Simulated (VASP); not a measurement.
Crystal: MgB2.

```
CELL_PARAMETERS angstrom
3.12000 0.00000 0.00000
-1.56000 2.70200 0.00000
0.00000 0.00000 3.43200
ATOMIC_POSITIONS crystal
Mg 0.00000 0.00000 0.00000
B 0.33333 0.66667 0.50000
B 0.66667 0.33333 0.50000
```

* Program: VASP 6.6.1
* Task: relaxation of cell and atoms
* Functional: r2SCAN
* Potentials or basis: VASP PAW PBE potentials, release 64 (Mg, B)
* Cutoff: 660 eV
* k mesh: 6 × 6 × 5
* Occupations: methfessel-paxton, width 0.1 eV
* Spin: no spin polarisation

At the start: pressure -3.7 GPa; volume 9.64 Å³/atom.

Problem. Where does the relaxation end?

Solution. Over 5 steps the energy falls by 3.8 meV/atom and the volume is 9.46 Å³/atom (-1.9 %); space group P6/mmm (No. 191, to 0.1 Å) before and after.

The path:
```
step  energy change (eV)  largest force (eV/Å)  pressure (GPa)  volume (Å³)
   1              0.0000                0.0000           -3.68        28.93
   2             -0.0079                0.0000            2.35        28.01
   3             -0.0115                0.0000            0.12        28.34
   4             -0.0115                0.0000            0.04        28.35
   5             -0.0115                0.0000           -0.05        28.37
```

Final structure:
```xyz
3
Lattice="3.0869 0.0000 0.0000 -1.5434 2.6733 0.0000 0.0000 0.0000 3.4380" Properties=species:S:1:pos:R:3 pbc="T T T"
Mg    3.0869    0.0000    0.0000
B     0.0000    1.7822    1.7190
B     1.5434    0.8911    1.7190
```

Caveat: the k points lie up to 0.39 Å⁻¹ apart in the final cell, too coarse for converged energies and pressures of a metal; the PAW data sets were made with another functional, which shifts forces and pressure a little.
